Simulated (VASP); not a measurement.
The system is Hf.

```
CELL_PARAMETERS angstrom
-1.80500 1.80500 1.80500
1.80500 -1.80500 1.80500
1.80500 1.80500 -1.80500
ATOMIC_POSITIONS crystal
Hf 0.00000 0.00000 0.00000
```

* Program: VASP 6.6.1
* Task: relaxation of cell and atoms
* Functional: PBEsol-based global hybrid
* Potentials or basis: VASP PAW PBE potentials, release 64 (Hf_pv)
* Cutoff: 600 eV
* k mesh: 5 × 5 × 5
* Occupations: fermi-dirac, width 0.05 eV
* Spin: no spin polarisation

At the start: pressure -11.2 GPa; volume 23.52 Å³/atom.

Question: Where does the relaxation end?

Answer: Over 5 steps the energy falls by 73.1 meV/atom and the volume is 20.52 Å³/atom (-12.8 %); space group Im-3m (No. 229, to 0.05 Å).

Step by step:
```tsv
step	energy change (eV)	largest force (eV/Å)	pressure (GPa)	volume (Å³)
1	0.0000	0.0000	-11.21	23.52
2	0.0397	0.0000	18.16	18.35
3	-0.0683	0.0000	-2.96	21.03
4	-0.0730	0.0000	-0.45	20.59
5	-0.0731	0.0000	-0.02	20.52
```

Final structure:
```
Hf
1.0
    -1.72464    1.72464    1.72464
     1.72464   -1.72464    1.72464
     1.72464    1.72464   -1.72464
Hf
1
Direct
  0.00000 0.00000 0.00000
```

Caveat: the k points lie up to 0.52 Å⁻¹ apart in the final cell; the PAW data sets were made with another functional, which shifts forces and pressure a little; the volume moved by -13 % from the deposited cell, more than functionals usually miss.
